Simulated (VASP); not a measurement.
# Ga (Cmce) in VASP: a series of runs

Ga is run at these levels: PBEsol, r2SCAN; tasks: single point.

Program: VASP 6.6.1. These are calculated values, not measurements. Logs are shortened: lines on timing, memory, paths and dates and some standing lists are left out, and cuts for length are marked.

### 1 The cell of the first run

It takes space group Cmce (No. 64, orthorhombic). Conventional cell: a = 4.488 Å, b = 7.590 Å, c = 4.481 Å, α = 90.00°, β = 90.00°, γ = 90.00°. Within 3.3 Å of Ga (site symmetry m) lie 7 Ga at 2.48 to 2.76 Å.

### 2 Single point, PBEsol

INCAR

```
PREC     = Accurate       # precision mode
ENCUT    = 520            # plane-wave cutoff, eV
EDIFF    = 1E-6           # SCF threshold, eV
ISMEAR   = -1             # smearing method
SIGMA    = 0.05           # smearing width, eV
LREAL    = False          # projectors in reciprocal space
LASPH    = True           # aspherical terms in the spheres
NELM     = 60             # most SCF steps
ALGO     = Normal         # electronic algorithm
ISIF     = 2              # what is computed and relaxed
LWAVE    = False          # write WAVECAR
LCHARG   = True           # write CHGCAR
GGA      = PS             # functional
LELF     = True           # ELF
LVHAR    = True         
NBANDS   = 34             # bands
```

KPOINTS

```
regular mesh
0
Gamma
  8 8 7
```

POSCAR

```
Ga
1.0
    2.2440560000     -3.7948520000      0.0000000000
    2.2440560000      3.7948520000      0.0000000000
    0.0000000000      0.0000000000      4.4814510000
Ga
4
Direct
    0.8440070000      0.1559930000      0.0837050000
    0.6559930000      0.3440070000      0.5837050000
    0.3440070000      0.6559930000      0.4162950000
    0.1559930000      0.8440070000      0.9162950000
```

Potentials or basis: VASP PAW PBE potentials, release 64 (Ga_d).

Run with:

```
$ cat potpaw_PBE.64/Ga_d/POTCAR > POTCAR
$ mpirun -np 1 vasp_std > vasp.out
```

OUTCAR:

```text
PREC = Accurate
   ENCUT = 520
   EDIFF = 1E-6
   ISMEAR = -1
   LREAL = False
   LASPH = True
   NELM = 60
   ISIF = 2
   GGA = PS

 ion  position               nearest neighbor table
   1  0.844  0.156  0.084-   4 2.48   2 2.66   2 2.66   3 2.69   3 2.69   4 2.76   4 2.76
   2  0.656  0.344  0.584-   3 2.48   1 2.66   1 2.66   4 2.69   4 2.69   3 2.76   3 2.76
   3  0.344  0.656  0.416-   2 2.48   4 2.66   4 2.66   1 2.69   1 2.69   2 2.76   2 2.76
   4  0.156  0.844  0.916-   1 2.48   3 2.66   3 2.66   2 2.69   2 2.69   1 2.76   1 2.76

  LATTYP: Found a base centered orthorhombic cell.
 ALAT       =     4.4881120000
 B/A-ratio  =     1.6910683156
 C/A-ratio  =     0.9985158570

  Lattice vectors:

 A1 = (   2.2440560000,  -3.7948520000,   0.0000000000)
 A2 = (   2.2440560000,   3.7948520000,   0.0000000000)
 A3 = (   0.0000000000,   0.0000000000,   4.4814510000)

Analysis of symmetry for initial positions (statically):
=====================================================================
 Subroutine PRICEL returns:
 Original cell was already a primitive cell.

 Routine SETGRP: Setting up the symmetry group for a
 base centered orthorhombic supercell.

 Subroutine GETGRP returns: Found  8 space group operations
 (whereof  4 operations were pure point group operations)
 out of a pool of  8 trial point group operations.

The static configuration has the point symmetry C_2h.
 The point group associated with its full space group is D_2h.

Analysis of symmetry for dynamics (positions and initial velocities):
=====================================================================
 Subroutine PRICEL returns:
 Original cell was already a primitive cell.

 Routine SETGRP: Setting up the symmetry group for a
 base centered orthorhombic supercell.

 Subroutine GETGRP returns: Found  8 space group operations
 (whereof  4 operations were pure point group operations)
 out of a pool of  8 trial point group operations.

The dynamic configuration has the point symmetry C_2h.
 The point group associated with its full space group is D_2h.

 Subroutine INISYM returns: Found  8 space group operations
 (whereof  4 operations are pure point group operations),
 and found     1 'primitive' translations

----------------------------------------------------------------------------------------

                                     Primitive cell

  volume of cell :      76.3268

  direct lattice vectors                    reciprocal lattice vectors
     2.244056000 -3.794852000  0.000000000     0.222810839 -0.131757444  0.000000000
     2.244056000  3.794852000  0.000000000     0.222810839  0.131757444  0.000000000
     0.000000000  0.000000000  4.481451000     0.000000000  0.000000000  0.223142014

  length of vectors
     4.408706050  4.408706050  4.481451000     0.258852649  0.258852649  0.223142014

  position of ions in fractional coordinates (direct lattice)
     0.844007000  0.155993000  0.083705000
     0.655993000  0.344007000  0.583705000
     0.344007000  0.655993000  0.416295000
     0.155993000  0.844007000  0.916295000

  ion indices of the primitive-cell ions
   primitive index   ion index
                 1           1
                 2           2
                 3           3
                 4           4

----------------------------------------------------------------------------------------

 KPOINTS: regular mesh

Automatic generation of k-mesh.
 Grid dimensions read from file:
 generate k-points for:    8    8    7

 Generating k-lattice:

  Cartesian coordinates                     Fractional coordinates (reciprocal lattice)
     0.027851355 -0.016469681  0.000000000     0.125000000  0.000000000  0.000000000
     0.027851355  0.016469681  0.000000000     0.000000000  0.125000000  0.000000000
     0.000000000  0.000000000  0.031877431     0.000000000  0.000000000  0.142857143

  Length of vectors
     0.032356581  0.032356581  0.031877431

  Shift w.r.t. Gamma in fractional coordinates (k-lattice)
     0.000000000  0.000000000  0.000000000

 Subroutine IBZKPT returns following result:
 ===========================================

 Found     84 irreducible k-points:

 Following reciprocal coordinates:
            Coordinates               Weight
  0.000000  0.000000  0.000000      1.000000
  0.125000 -0.000000  0.000000      4.000000
  0.250000 -0.000000  0.000000      4.000000
  0.375000 -0.000000  0.000000      4.000000
  0.500000 -0.000000  0.000000      2.000000
  0.125000  0.125000  0.000000      2.000000
[... 16 lines left out ...]
  0.125000 -0.000000  0.142857      8.000000
  0.250000 -0.000000  0.142857      8.000000
 [... further k-points ...]
   k-points           NKPTS =     84   k-points in BZ     NKDIM =     84   number of bands    NBANDS=     34
   number of dos      NEDOS =    301   number of ions     NIONS =      4
   total plane-waves  NPLWV =  46656
   dimension x,y,z NGX =    36 NGY =   36 NGZ =   36
   dimension x,y,z NGXF=    72 NGYF=   72 NGZF=   72
   ions per type =               4
   NGX,Y,Z   is equivalent  to a cutoff of  13.58, 13.58, 13.35 a.u.
   NGXF,Y,Z  is equivalent  to a cutoff of  27.15, 27.15, 26.71 a.u.
 SYSTEM =  unknown system
   PREC   = accura    normal or accurate (medium, high low for compatibility)
   ISTART =      0    job   : 0-new  1-cont  2-samecut
   ICHARG =      2    charge: 1-file 2-atom 10-const
   ISPIN  =      1    spin polarized calculation?
   LNONCOLLINEAR =      F non collinear calculations
   LSORBIT =      F    spin-orbit coupling
   LASPH  =      T    aspherical Exc in radial PAW
   ENCUT  =  520.0 eV  38.22 Ry    6.18 a.u.   8.20  8.20  8.33*2*pi/ulx,y,z
   NELM   =     60;   NELMIN=  2; NELMDL= -5     # of ELM steps
   EDIFF  = 0.1E-05   stopping-criterion for ELM
   LREAL  =      F    real-space projection
   EDIFFG = 0.1E-04   stopping-criterion for IOM
   NSW    =      0    number of steps for IOM
   IBRION =     -1    ionic relax: 0-MD 1-quasi-New 2-CG
   NFREE  =      0    steps in history (QN), initial steepest desc. (CG)
   ISIF   =      2    stress and relaxation
   ISYM   =      2    0-nonsym 1-usesym 2-fastsym
   POTIM  = 0.5000    time-step for ionic-motion
   TEBEG  =    0.0;   TEEND  =   0.0 temperature during run
   PSTRESS=    0.0 pullay stress
   NELECT =      52.0000    total number of electrons
   NUPDOWN=      -1.0000    fix difference up-down
   EMIN   =  10.00;   EMAX   =-10.00  energy-range for DOS
   EFERMI =   0.00;   METHOD = LEGACY
   ISMEAR =    -1;   SIGMA  =   0.05  broadening in eV -4-tet -1-fermi 0-gaus
   EFERMI_NEDOS =   21; number of points for ismear=-14 and -15
   IALGO  =     38    algorithm
   IMIX   =      4    mixing-type and parameters
     AMIX     =   0.40;   BMIX     =  1.00
     AMIX_MAG =   1.60;   BMIX_MAG =  1.00
  volume/ion in A,a.u.               =      19.08       128.77
  Fermi-wavevector in a.u.,A,eV,Ry     =   1.440512  2.722173 28.233108  2.075075
  Thomas-Fermi vector in A             =   2.559248
   LORBIT       =      0    0 simple, 1 ext, 2 COOP (PROOUT), +10 PAW based schemes
   GGA     = PS    functional components
   LHFCALC =     F    Hartree Fock is set to
   AEXX    =    0.0000 exact exchange contribution
   IVDW    =     0    specifies the selected vdW correction
   LEPSILON=     F    determine dielectric tensor
   LRPA    =     F    only Hartree local field effects (RPA)
 non-spin polarized calculation
  energy-cutoff  :      520.00
  volume of cell :       76.33
 maximum number of plane-waves:      2079
 NGX is ok and might be reduce to    36
   NGX = 17   NGY = 17   NGZ = 17

 number of electron      52.0000005 magnetization

 Free energy of the ion-electron system (eV)
  ---------------------------------------------------
  ext. energy  EPLUGINS =         0.00000000
  ---------------------------------------------------
  free energy    TOTEN  =       -13.40440938 eV

  energy without entropy =      -13.39656220  energy(sigma->0) =      -13.40048579

 E-fermi :   5.1307     XC(G=0): -10.9339

 val. band max:        5.1106459350   @ k =   0.0000   0.0000   0.4286
 cond. band min:       5.1358628518   @ k =  -0.2500   0.2500   0.4286
 fundamental gap:      0.0252169168
 Fermi energy:         5.1307070703

 k-point     1 :       0.0000    0.0000    0.0000
  band No.  band energies     occupation
      1     -10.0341      2.00000
      2     -10.0259      2.00000
      3      -9.9916      2.00000
      4      -9.9732      2.00000
      5      -9.9500      2.00000
      6      -9.9287      2.00000
[... 26 lines left out ...]
     33      12.0271      0.00000
     34      12.6544      0.00000

 k-point     2 :       0.1250   -0.0000    0.0000
  band No.  band energies     occupation
      1     -10.0371      2.00000
      2     -10.0187      2.00000
      3      -9.9962      2.00000
      4      -9.9799      2.00000
      5      -9.9394      2.00000
      6      -9.9235      2.00000
[... 26 lines left out ...]
     33      11.9600      0.00000
     34      12.8042      0.00000

 k-point     3 :       0.2500   -0.0000    0.0000
  band No.  band energies     occupation
      1     -10.0374      2.00000
      2     -10.0081      2.00000
      3     -10.0024      2.00000
      4      -9.9902      2.00000
      5      -9.9352      2.00000
      6      -9.9032      2.00000
[... 26 lines left out ...]
     33      11.2917      0.00000
     34      12.3160      0.00000
[... 704 lines left out ...]
 k-point    23 :       0.1250   -0.0000    0.1429
  band No.  band energies     occupation
      1     -10.0422      2.00000
      2     -10.0146      2.00000
      3      -9.9900      2.00000
      4      -9.9860      2.00000
      5      -9.9419      2.00000
      6      -9.9140      2.00000
[... 26 lines left out ...]
     33      10.8995      0.00000
     34      12.4560      0.00000

 k-point    24 :       0.2500   -0.0000    0.1429
  band No.  band energies     occupation
      1     -10.0416      2.00000
      2     -10.0196      2.00000
      3     -10.0007      2.00000
      4      -9.9761      2.00000
      5      -9.9386      2.00000
      6      -9.9137      2.00000
[... 26 lines left out ...]
     33      10.9751      0.00000
     34      13.4142      0.00000

 [... further k-points ...]

------------------------ aborting loop because EDIFF is reached ----------------------------------------

  FORCE on cell =-STRESS in cart. coord.  units (eV):
  Direction    XX          YY          ZZ          XY          YZ          ZX
  --------------------------------------------------------------------------------------
  -------------------------------------------------------------------------------------
  Total        0.0069505     -0.0101766      0.0451255      0.0000000     -0.0000000      0.0000000
  in kB        0.1458971     -0.2136170      0.9472309      0.0000000     -0.0000000      0.0000000
  external PRESSURE =       0.2931703 kB  Pullay stress =       0.0000000 kB

 VOLUME and BASIS-vectors are now :
 -----------------------------------------------------------------------------
  energy-cutoff  :      520.00
  volume of cell :       76.33
      direct lattice vectors                 reciprocal lattice vectors
     2.244056000 -3.794852000  0.000000000     0.222810839 -0.131757444  0.000000000
     2.244056000  3.794852000  0.000000000     0.222810839  0.131757444  0.000000000
     0.000000000  0.000000000  4.481451000     0.000000000  0.000000000  0.223142014

 POSITION                                       TOTAL-FORCE (eV/Angst)
 -----------------------------------------------------------------------------------
      2.24406     -2.61091      0.37512         0.000000     -0.048144      0.000975
      2.24406     -1.18394      2.61585         0.000000      0.048144      0.000975
      2.24406      1.18394      1.86561         0.000000     -0.048144     -0.000975
      2.24406      2.61091      4.10633         0.000000      0.048144     -0.000975
 -----------------------------------------------------------------------------------
    total drift:                                0.000000      0.000000     -0.000000

  FREE ENERGIE OF THE ION-ELECTRON SYSTEM (eV)
  ---------------------------------------------------
  free  energy   TOTEN  =       -13.4044093836 eV

  energy  without entropy=      -13.3965622006  energy(sigma->0) =      -13.40048579
```

Wall time 2.1 min (1 thread of Intel Xeon Platinum 8488C (Sapphire Rapids), shared host); peak memory 0.3 GiB.

What came out:

| Property | Result |
| --- | --- |
| Free energy | -13.4044 eV |
| Pressure | 0.0 GPa |
| Largest force | 0.048 eV/Å |
| Band gap on the k mesh | zero (bands 26 and 27 overlap by 0.97 eV) |

Forces on the atoms (eV/Å):
```
Ga   0.000 -0.048  0.001
Ga   0.000  0.048  0.001
Ga   0.000 -0.048 -0.001
Ga   0.000  0.048 -0.001
```

Caveat: the PAW data sets were made with another functional, which shifts forces and pressure a little.

### 3 Single point, r2SCAN

POSCAR is that of step 2.

INCAR.step1

```
PREC = Accurate ; ENCUT = 520
ISMEAR = -1 ; SIGMA = 0.05
LREAL = False ; LASPH = True
NELM = 60 ; NBANDS = 34
GGA = PE ; ALGO = Normal
EDIFF = 1E-4 ; LWAVE = True
LCHARG = False
```

INCAR.step2

```
PREC = Accurate ; ENCUT = 520
EDIFF = 1E-6 ; ISMEAR = -1
SIGMA = 0.05 ; LREAL = False
LASPH = True ; NELM = 60
ALGO = Normal ; ISIF = 2
LWAVE = False ; LCHARG = False
METAGGA = R2SCAN ; LMIXTAU = True
NBANDS = 34 ; ISTART = 1
```

KPOINTS is that of step 2.

Potentials or basis: VASP PAW PBE potentials, release 64 (Ga_d).

Run with:

```
$ cat potpaw_PBE.64/Ga_d/POTCAR > POTCAR
$ cp INCAR.step1 INCAR
$ mpirun -np 1 vasp_std > vasp.out
$ cp INCAR.step2 INCAR
$ mpirun -np 1 vasp_std > vasp.out
```

OUTCAR:

```text
PREC = Accurate
   ENCUT = 520
   EDIFF = 1E-6
   ISMEAR = -1
   LREAL = False
   LASPH = True
   NELM = 60
   ISIF = 2
   METAGGA = R2SCAN
   ISTART = 1

 ion  position               nearest neighbor table
   1  0.844  0.156  0.084-   4 2.48   2 2.66   2 2.66   3 2.69   3 2.69   4 2.76   4 2.76
   2  0.656  0.344  0.584-   3 2.48   1 2.66   1 2.66   4 2.69   4 2.69   3 2.76   3 2.76
   3  0.344  0.656  0.416-   2 2.48   4 2.66   4 2.66   1 2.69   1 2.69   2 2.76   2 2.76
   4  0.156  0.844  0.916-   1 2.48   3 2.66   3 2.66   2 2.69   2 2.69   1 2.76   1 2.76

  LATTYP: Found a base centered orthorhombic cell.
 ALAT       =     4.4881120000
 B/A-ratio  =     1.6910683156
 C/A-ratio  =     0.9985158570

  Lattice vectors:

 A1 = (   2.2440560000,  -3.7948520000,   0.0000000000)
 A2 = (   2.2440560000,   3.7948520000,   0.0000000000)
 A3 = (   0.0000000000,   0.0000000000,   4.4814510000)

Analysis of symmetry for initial positions (statically):
=====================================================================
 Subroutine PRICEL returns:
 Original cell was already a primitive cell.

 Routine SETGRP: Setting up the symmetry group for a
[... 175 lines left out ...]

 val. band max:        5.1294531537   @ k =  -0.2500   0.2500   0.2857
 cond. band min:       5.1570239450   @ k =   0.5000   0.3750   0.1429
 fundamental gap:      0.0275707913
 Fermi energy:         5.1550374318

 k-point     1 :       0.0000    0.0000    0.0000
  band No.  band energies     occupation
      1     -10.5705      2.00000
      2     -10.5627      2.00000
      3     -10.5233      2.00000
      4     -10.5053      2.00000
      5     -10.4826      2.00000
      6     -10.4650      2.00000
[... 877 lines left out ...]
     33      11.3929      0.00000
     34      13.9120      0.00000

 [... further k-points ...]

------------------------ aborting loop because EDIFF is reached ----------------------------------------

  FORCE on cell =-STRESS in cart. coord.  units (eV):
  Direction    XX          YY          ZZ          XY          YZ          ZX
  --------------------------------------------------------------------------------------
  -------------------------------------------------------------------------------------
  Total        0.1393509      0.1119533      0.4398196      0.0000000      0.0000000      0.0000000
  in kB        2.9251170      2.3500142      9.2322593      0.0000000      0.0000000      0.0000000
  external PRESSURE =       4.8357968 kB  Pullay stress =       0.0000000 kB

 VOLUME and BASIS-vectors are now :
 -----------------------------------------------------------------------------
  energy-cutoff  :      520.00
  volume of cell :       76.33
      direct lattice vectors                 reciprocal lattice vectors
     2.244056000 -3.794852000  0.000000000     0.222810839 -0.131757444  0.000000000
     2.244056000  3.794852000  0.000000000     0.222810839  0.131757444  0.000000000
     0.000000000  0.000000000  4.481451000     0.000000000  0.000000000  0.223142014

 POSITION                                       TOTAL-FORCE (eV/Angst)
 -----------------------------------------------------------------------------------
      2.24406     -2.61091      0.37512         0.000000     -0.046745      0.020841
      2.24406     -1.18394      2.61585         0.000000      0.046745      0.020841
      2.24406      1.18394      1.86561         0.000000     -0.046745     -0.020841
      2.24406      2.61091      4.10633         0.000000      0.046745     -0.020841
 -----------------------------------------------------------------------------------
    total drift:                                0.000000      0.000000     -0.000000

  FREE ENERGIE OF THE ION-ELECTRON SYSTEM (eV)
  ---------------------------------------------------
  free  energy   TOTEN  =       -45.7626777054 eV

  energy  without entropy=      -45.7554542158  energy(sigma->0) =      -45.75906596
```

It took 6.8 min on 1 thread of Intel Xeon Platinum 8488C (Sapphire Rapids), shared host; peak memory 0.31 GiB.

Results:

- Free energy: -45.7627 eV
- Pressure: 0.5 GPa
- Largest force: 0.051 eV/Å
- Band gap on the k mesh: zero (bands 26 and 27 overlap by 1.03 eV)

Forces in eV/Å, atoms in the order of the input:
```
Ga   0.000 -0.047  0.021
Ga   0.000  0.047  0.021
Ga   0.000 -0.047 -0.021
Ga   0.000  0.047 -0.021
```

Caveat: the PAW data sets were made with another functional, which shifts forces and pressure a little.

The gap in the log of VASP goes by the Fermi energy; the results here count the filled bands.